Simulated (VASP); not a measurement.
# TaTiSi4 (F222) in VASP: single point with PBE

Aim: the single point of TaTiSi4 with PBE.

All numbers are computed with VASP 6.6.1; they aren't measurements. Logs are shortened: lines on timing, memory, paths and dates and some standing lists are left out, and cuts for length are marked.

### 1 The cell of the first run

It takes space group F222 (No. 22, orthorhombic). Conventional cell: a = 4.813 Å, b = 8.328 Å, c = 8.635 Å, α = 90.00°, β = 90.00°, γ = 90.00°. Within 3.4 Å of Ti (site symmetry 222) lie 10 Si at 2.58 to 2.88 Å and 4 Ta at 3.23 Å. Within 3.4 Å of Ta (site symmetry 222) lie 10 Si at 2.60 to 2.83 Å and 4 Ti at 3.23 Å. Si (site symmetry 2) has 9 Si at 2.53 to 3.27 Å and 2 Ta at 2.60 Å and 3 Ti at 2.73 to 2.88 Å within 3.3 Å. Within 3.3 Å of Si (site symmetry 2) lie 9 Si at 2.53 to 3.27 Å and 2 Ti at 2.58 Å and 3 Ta at 2.75 to 2.83 Å.

### 2 Single point, PBE

INCAR reads:

```
PREC = Accurate
ENCUT = 520
EDIFF = 1E-6
ISMEAR = 0
SIGMA = 0.1
LREAL = F
LASPH = T
NELM = 80
ALGO = Normal
ISIF = 2
LWAVE = F
LCHARG = T
GGA = PE
LELF = T
LVHAR = T
NBANDS = 28
```

KPOINTS reads:

```
Automatic mesh
0
Gamma
  10 10 10
```

POSCAR reads:

```
TaTiSi4
1.0
    0.0000000000      4.1638893790      4.3177060669
    2.4064891177      0.0000000000      4.3177060669
    2.4064891177      4.1638893790      0.0000000000
Ti Ta Si
1 1 4
Direct
    0.7500000000      0.7500000000      0.7500000000
    0.5000000000      0.5000000000      0.5000000000
    0.0958487575      0.4041512425      0.0958487575
    0.4041512425      0.0958487575      0.4041512425
    0.1607212594      0.8392787406      0.1607212594
    0.8392787406      0.1607212594      0.8392787406
```

Potentials or basis: VASP PAW PBE potentials, release 64 (Ti_sv, Ta_pv, Si).

Launch:

```
> cat potpaw_PBE.64/Ti_sv/POTCAR potpaw_PBE.64/Ta_pv/POTCAR potpaw_PBE.64/Si/POTCAR > POTCAR
> mpirun -np 1 vasp_std > vasp.out
```

OUTCAR:

```text
PREC = Accurate
   ENCUT = 520
   EDIFF = 1E-6
   ISMEAR = 0
   LREAL = F
   LASPH = T
   NELM = 80
   ISIF = 2
   GGA = PE

 ion  position               nearest neighbor table
   1  0.750  0.750  0.750-   6 2.58   5 2.58   6 2.58   5 2.58   4 2.73   4 2.73   3 2.73   3 2.73
                             3 2.88   4 2.88   2 3.23   2 3.23   2 3.23   2 3.23
   2  0.500  0.500  0.500-   3 2.60   4 2.60   3 2.60   4 2.60   5 2.75   5 2.75   6 2.75   6 2.75
                             5 2.83   6 2.83   1 3.23   1 3.23   1 3.23   1 3.23
   3  0.096  0.404  0.096-   5 2.53   5 2.53   4 2.57   2 2.60   2 2.60   1 2.73   1 2.73   1 2.88
                             4 2.89   4 2.89
   4  0.404  0.096  0.404-   6 2.53   6 2.53   3 2.57   2 2.60   2 2.60   1 2.73   1 2.73   1 2.88
                             3 2.89   3 2.89
   5  0.161  0.839  0.161-   3 2.53   3 2.53   1 2.58   1 2.58   6 2.68   2 2.75   2 2.75   2 2.83
                             6 2.83   6 2.83
   6  0.839  0.161  0.839-   4 2.53   4 2.53   1 2.58   1 2.58   5 2.68   2 2.75   2 2.75   2 2.83
                             5 2.83   5 2.83

  LATTYP: Found a face centered orthorhombic cell.
 ALAT       =     4.8129782354
 B/A-ratio  =     1.7302755904
 C/A-ratio  =     1.7941930571

  Lattice vectors:

 A1 = (   0.0000000000,   4.1638893790,   4.3177060669)
 A2 = (   2.4064891177,   0.0000000000,   4.3177060669)
 A3 = (   2.4064891177,   4.1638893790,   0.0000000000)

Analysis of symmetry for initial positions (statically):
=====================================================================
 Subroutine PRICEL returns:
 Original cell was already a primitive cell.

 Routine SETGRP: Setting up the symmetry group for a
 face centered orthorhombic supercell.

 Subroutine GETGRP returns: Found  4 space group operations
 (whereof  4 operations were pure point group operations)
 out of a pool of  8 trial point group operations.

The static configuration has the point symmetry D_2 .

Analysis of symmetry for dynamics (positions and initial velocities):
=====================================================================
 Subroutine PRICEL returns:
 Original cell was already a primitive cell.

 Routine SETGRP: Setting up the symmetry group for a
 face centered orthorhombic supercell.

 Subroutine GETGRP returns: Found  4 space group operations
 (whereof  4 operations were pure point group operations)
 out of a pool of  8 trial point group operations.

The dynamic configuration has the point symmetry D_2 .

 Subroutine INISYM returns: Found  4 space group operations
 (whereof  4 operations are pure point group operations),
 and found     1 'primitive' translations

----------------------------------------------------------------------------------------

                                     Primitive cell

  volume of cell :      86.5299

  direct lattice vectors                    reciprocal lattice vectors
     0.000000000  4.163889379  4.317706067    -0.207771561  0.120080039  0.115802232
     2.406489118  0.000000000  4.317706067     0.207771561 -0.120080039  0.115802232
     2.406489118  4.163889379  0.000000000     0.207771561  0.120080039 -0.115802232

  length of vectors
     5.998379818  4.943053262  4.809279014     0.266455239  0.266455239  0.266455239

  position of ions in fractional coordinates (direct lattice)
     0.750000000  0.750000000  0.750000000
     0.500000000  0.500000000  0.500000000
     0.095848758  0.404151242  0.095848758
     0.404151242  0.095848758  0.404151242
     0.160721259  0.839278741  0.160721259
     0.839278741  0.160721259  0.839278741

  ion indices of the primitive-cell ions
   primitive index   ion index
                 1           1
                 2           2
                 3           3
                 4           4
                 5           5
                 6           6

----------------------------------------------------------------------------------------

 KPOINTS: Automatic mesh

Automatic generation of k-mesh.
 Grid dimensions read from file:
 generate k-points for:   10   10   10

 Generating k-lattice:

  Cartesian coordinates                     Fractional coordinates (reciprocal lattice)
    -0.020777156  0.012008004  0.011580223     0.100000000  0.000000000  0.000000000
     0.020777156 -0.012008004  0.011580223     0.000000000  0.100000000  0.000000000
     0.020777156  0.012008004 -0.011580223     0.000000000  0.000000000  0.100000000

  Length of vectors
     0.026645524  0.026645524  0.026645524

  Shift w.r.t. Gamma in fractional coordinates (k-lattice)
     0.000000000  0.000000000  0.000000000

 Subroutine IBZKPT returns following result:
 ===========================================

 Found    171 irreducible k-points:

 Following reciprocal coordinates:
            Coordinates               Weight
  0.000000  0.000000  0.000000      1.000000
  0.100000 -0.000000  0.000000      8.000000
  0.200000 -0.000000  0.000000      8.000000
  0.300000  0.000000  0.000000      8.000000
  0.400000 -0.000000  0.000000      8.000000
  0.500000 -0.000000  0.000000      4.000000
[... 16 lines left out ...]
  0.300000  0.300000  0.000000      2.000000
  0.400000  0.300000  0.000000      8.000000
 [... further k-points ...]
   k-points           NKPTS =    171   k-points in BZ     NKDIM =    171   number of bands    NBANDS=     28
   number of dos      NEDOS =    301   number of ions     NIONS =      6
   total plane-waves  NPLWV =  69120
   dimension x,y,z NGX =    48 NGY =   40 NGZ =   36
   dimension x,y,z NGXF=    96 NGYF=   80 NGZF=   72
   ions per type =               1   1   4
   NGX,Y,Z   is equivalent  to a cutoff of  13.30, 13.45, 12.44 a.u.
   NGXF,Y,Z  is equivalent  to a cutoff of  26.61, 26.91, 24.89 a.u.
 SYSTEM =  unknown system
   PREC   = accura    normal or accurate (medium, high low for compatibility)
   ISTART =      0    job   : 0-new  1-cont  2-samecut
   ICHARG =      2    charge: 1-file 2-atom 10-const
   ISPIN  =      1    spin polarized calculation?
   LNONCOLLINEAR =      F non collinear calculations
   LSORBIT =      F    spin-orbit coupling
   LASPH  =      T    aspherical Exc in radial PAW
   ENCUT  =  520.0 eV  38.22 Ry    6.18 a.u.  11.15  9.19  8.94*2*pi/ulx,y,z
   NELM   =     80;   NELMIN=  2; NELMDL= -5     # of ELM steps
   EDIFF  = 0.1E-05   stopping-criterion for ELM
   LREAL  =      F    real-space projection
   EDIFFG = 0.1E-04   stopping-criterion for IOM
   NSW    =      0    number of steps for IOM
   IBRION =     -1    ionic relax: 0-MD 1-quasi-New 2-CG
   NFREE  =      0    steps in history (QN), initial steepest desc. (CG)
   ISIF   =      2    stress and relaxation
   ISYM   =      2    0-nonsym 1-usesym 2-fastsym
   POTIM  = 0.5000    time-step for ionic-motion
   TEBEG  =    0.0;   TEEND  =   0.0 temperature during run
   PSTRESS=    0.0 pullay stress
   NELECT =      39.0000    total number of electrons
   NUPDOWN=      -1.0000    fix difference up-down
   EMIN   =  10.00;   EMAX   =-10.00  energy-range for DOS
   EFERMI =   0.00;   METHOD = LEGACY
   ISMEAR =     0;   SIGMA  =   0.10  broadening in eV -4-tet -1-fermi 0-gaus
   EFERMI_NEDOS =   21; number of points for ismear=-14 and -15
   IALGO  =     38    algorithm
   IMIX   =      4    mixing-type and parameters
     AMIX     =   0.40;   BMIX     =  1.00
     AMIX_MAG =   1.60;   BMIX_MAG =  1.00
  volume/ion in A,a.u.               =      14.42        97.32
  Fermi-wavevector in a.u.,A,eV,Ry     =   1.255185  2.371955 21.435825  1.575489
  Thomas-Fermi vector in A             =   2.388954
   LORBIT       =      0    0 simple, 1 ext, 2 COOP (PROOUT), +10 PAW based schemes
   GGA     = PE    functional components
   LHFCALC =     F    Hartree Fock is set to
   AEXX    =    0.0000 exact exchange contribution
   IVDW    =     0    specifies the selected vdW correction
   LEPSILON=     F    determine dielectric tensor
   LRPA    =     F    only Hartree local field effects (RPA)
 non-spin polarized calculation
 Gauss-broadening in eV      SIGMA  =   0.10
  energy-cutoff  :      520.00
  volume of cell :       86.53
 maximum number of plane-waves:      2349
 NGX is ok and might be reduce to    48
   NGX = 23   NGY = 19   NGZ = 17

 number of electron      39.0000000 magnetization

 Free energy of the ion-electron system (eV)
  ---------------------------------------------------
  ext. energy  EPLUGINS =         0.00000000
  ---------------------------------------------------
  free energy    TOTEN  =       -44.45917102 eV

  energy without entropy =      -44.45247573  energy(sigma->0) =      -44.45582337

 E-fermi :   9.7321     XC(G=0): -11.8440

 val. band max:        9.7275877503   @ k =  -0.1000   0.4000   0.3000
 cond. band min:       9.7334844577   @ k =  -0.3000   0.3000   0.4000
 fundamental gap:      0.0058967074
 Fermi energy:         9.7321219204

 k-point     1 :       0.0000    0.0000    0.0000
  band No.  band energies     occupation
      1     -46.8815      2.00000
      2     -24.5060      2.00000
      3     -24.5020      2.00000
      4     -24.4604      2.00000
      5     -23.2280      2.00000
      6     -23.2159      2.00000
[... 20 lines left out ...]
     27      13.5977      0.00000
     28      13.6611      0.00000

 k-point     2 :       0.1000   -0.0000    0.0000
  band No.  band energies     occupation
      1     -46.8814      2.00000
      2     -24.5061      2.00000
      3     -24.5021      2.00000
      4     -24.4611      2.00000
      5     -23.2282      2.00000
      6     -23.2162      2.00000
[... 20 lines left out ...]
     27      13.3956      0.00000
     28      13.5495      0.00000

 k-point     3 :       0.2000   -0.0000    0.0000
  band No.  band energies     occupation
      1     -46.8814      2.00000
      2     -24.5065      2.00000
      3     -24.5025      2.00000
      4     -24.4629      2.00000
      5     -23.2287      2.00000
      6     -23.2168      2.00000
[... 20 lines left out ...]
     27      13.5583      0.00000
     28      14.0028      0.00000

 k-point     4 :       0.3000    0.0000    0.0000
  band No.  band energies     occupation
      1     -46.8814      2.00000
      2     -24.5072      2.00000
      3     -24.5029      2.00000
      4     -24.4651      2.00000
      5     -23.2294      2.00000
      6     -23.2175      2.00000
[... 20 lines left out ...]
     27      13.7828      0.00000
     28      14.2536      0.00000

 k-point     5 :       0.4000   -0.0000    0.0000
  band No.  band energies     occupation
      1     -46.8813      2.00000
      2     -24.5078      2.00000
      3     -24.5032      2.00000
      4     -24.4669      2.00000
      5     -23.2300      2.00000
      6     -23.2179      2.00000
[... 20 lines left out ...]
     27      13.8522      0.00000
     28      14.5037      0.00000

 k-point     6 :       0.5000   -0.0000    0.0000
  band No.  band energies     occupation
      1     -46.8813      2.00000
      2     -24.5080      2.00000
      3     -24.5033      2.00000
      4     -24.4676      2.00000
      5     -23.2302      2.00000
      6     -23.2180      2.00000
[... 463 lines left out ...]
      5     -23.2299      2.00000
      6     -23.2184      2.00000
[... 20 lines left out ...]
     27      13.5899      0.00000
     28      14.0153      0.00000

 k-point    22 :      -0.2000    0.2000    0.0000
  band No.  band energies     occupation
      1     -46.8813      2.00000
      2     -24.5073      2.00000
      3     -24.5036      2.00000
      4     -24.4666      2.00000
      5     -23.2295      2.00000
      6     -23.2174      2.00000
[... 20 lines left out ...]
     27      13.8116      0.00000
     28      13.9349      0.00000

 k-point    23 :       0.3000    0.3000    0.0000
  band No.  band energies     occupation
      1     -46.8814      2.00000
      2     -24.5069      2.00000
      3     -24.5006      2.00000
      4     -24.4625      2.00000
      5     -23.2290      2.00000
      6     -23.2216      2.00000
[... 20 lines left out ...]
     27      13.4602      0.00000
     28      13.6577      0.00000

 k-point    24 :       0.4000    0.3000    0.0000
  band No.  band energies     occupation
      1     -46.8814      2.00000
      2     -24.5072      2.00000
      3     -24.5006      2.00000
      4     -24.4635      2.00000
      5     -23.2293      2.00000
      6     -23.2225      2.00000
[... 20 lines left out ...]
     27      13.2757      0.00000
     28      13.8280      0.00000

 [... further k-points ...]

------------------------ aborting loop because EDIFF is reached ----------------------------------------

  FORCE on cell =-STRESS in cart. coord.  units (eV):
  Direction    XX          YY          ZZ          XY          YZ          ZX
  --------------------------------------------------------------------------------------
  -------------------------------------------------------------------------------------
  Total        0.0286599      0.0195666      0.0093265      0.0000000      0.0000000      0.0000000
  in kB        0.5306632      0.3622921      0.1726884      0.0000000      0.0000000      0.0000000
  external PRESSURE =       0.3552146 kB  Pullay stress =       0.0000000 kB

 VOLUME and BASIS-vectors are now :
 -----------------------------------------------------------------------------
  energy-cutoff  :      520.00
  volume of cell :       86.53
      direct lattice vectors                 reciprocal lattice vectors
     0.000000000  4.163889379  4.317706067    -0.207771561  0.120080039  0.115802232
     2.406489118  0.000000000  4.317706067     0.207771561 -0.120080039  0.115802232
     2.406489118  4.163889379  0.000000000     0.207771561  0.120080039 -0.115802232

 POSITION                                       TOTAL-FORCE (eV/Angst)
 -----------------------------------------------------------------------------------
      3.60973      6.24583      6.47656         0.000000      0.000000      0.000000
      2.40649      4.16389      4.31771         0.000000      0.000000      0.000000
      1.20324      0.79821      2.15885        -0.000000      0.002775     -0.000000
      1.20324      3.36568      2.15885        -0.000000     -0.002775     -0.000000
      2.40649      1.33845      4.31771        -0.000000      0.002598      0.000000
      2.40649      6.98933      4.31771        -0.000000     -0.002598      0.000000
 -----------------------------------------------------------------------------------
    total drift:                                0.000000     -0.000000      0.000001

  FREE ENERGIE OF THE ION-ELECTRON SYSTEM (eV)
  ---------------------------------------------------
  free  energy   TOTEN  =       -44.4591710169 eV

  energy  without entropy=      -44.4524757290  energy(sigma->0) =      -44.45582337
```

Run time: 5.8 min. Hardware: 1 thread of Intel Xeon Platinum 8488C (Sapphire Rapids), shared host; peak memory 0.54 GiB.

What came out:

```yaml
Free_energy: -44.4592 eV
Pressure: 0.0 GPa
```

Forces on the atoms (eV/Å):
```
Ti   0.000  0.000  0.000
Ta   0.000  0.000  0.000
Si   0.000  0.003  0.000
Si   0.000 -0.003  0.000
Si   0.000  0.003  0.000
Si   0.000 -0.003  0.000
```

Levels at points of the mesh, in eV from the Fermi level:
```csv
k point,band 17,band 18,band 19,band 20,band 21,band 22
"(0.00, 0.00, 0.00)",-2.61,-2.32,-1.66,-1.59,1.88,2.56
"(0.50, 0.00, 0.00)",-1.86,-0.65,-0.43,0.43,0.99,1.08
"(0.50, 0.50, 0.00)",-1.79,-1.67,-1.45,0.09,0.15,2.84
"(0.50, 0.00, 0.50)",-2.60,-1.83,-1.48,0.82,0.86,2.81
"(0.00, 0.50, 0.50)",-1.52,-1.36,-1.02,0.16,0.26,1.87
```

Caveat: spin-orbit coupling is left out, which moves the levels of the heavy elements.
